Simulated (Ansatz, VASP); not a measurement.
## One calculation of Tl, two programs

INCAR

```
SYSTEM = Tl
PREC = Accurate ; ENCUT = 600
EDIFF = 1E-6 ; ISMEAR = -1
SIGMA = 0.1 ; LREAL = .False.
LASPH = .True. ; NELM = 60
ALGO = Normal ; ISIF = 3
LWAVE = .False. ; LCHARG = .False.
GGA = RE ; IBRION = 2
NSW = 80 ; EDIFFG = -0.01
```

Contents of KPOINTS:

```
regular mesh
0
Gamma
  8 8 8
  0 0 0
```

Contents of POSCAR:

```
Tl
1.0
    0.0000000000      3.3575531457      3.3575531457
    3.3575531457      0.0000000000      3.3575531457
    3.3575531457      3.3575531457      0.0000000000
Tl
2
Direct
    0.1250000000      0.1250000000      0.1250000000
    0.8750000000      0.8750000000      0.8750000000
```

Input for Ansatz:

```yaml
crystal:
  lattice:
    - [0.0, 3.3575531457, 3.3575531457]
    - [3.3575531457, 0.0, 3.3575531457]
    - [3.3575531457, 3.3575531457, 0.0]
  atoms:
    - { symbol: Tl, position: [0.125, 0.125, 0.125] }
    - { symbol: Tl, position: [0.875, 0.875, 0.875] }
hamiltonian:
  xc: revpbe
  pseudopotentials:
    kind: paw
    azcp:
      Tl: "pseudopotentials/Tl.paw.azcp"
basis:
  ecutwfc: 420
  fft_grid_basis: typed
kpoints:
  mp_grid: { grid: [8, 8, 8], shift: [0, 0, 0] }
magnetization:
  spin_polarized: false
scf:
  occupations: { method: fermi_dirac, width: 0.1 }
relax:
  max_steps: 60
  f_tol: 0.01
  cell: {}
output:
  write_density: true
  write_potential: true
  elf: true
  volumetric_format: npy
```

Alike in both runs: task relaxation of cell and atoms; functional revPBE; k mesh 8 × 8 × 8; occupations fermi-dirac, width 0.1 eV; no spin polarisation.

```csv
,VASP,Ansatz
version,VASP 6.6.1,Ansatz 0.2.0
potentials or method,"VASP PAW PBE potentials, release 64 (Tl_d), cutoff 600 eV","plane waves (420 eV) with PAW, scalar-relativistic"
valence electrons in the cell,26,26
```

|  | VASP | Ansatz | Ansatz less VASP |
| --- | --- | --- | --- |
| relaxed volume (Å³/atom) | 48.13 | 48.16 | +0.027 |
| relaxed cell length with the largest relative difference (Å) | 5.144 | 5.145 | +0.0010 |

VASP's potentials were made for PBE, not for revPBE.

Neither program's run includes spin-orbit coupling. Noted on VASP's run: the volume moved by over 15 % at a fixed basis, so the end points are rough.
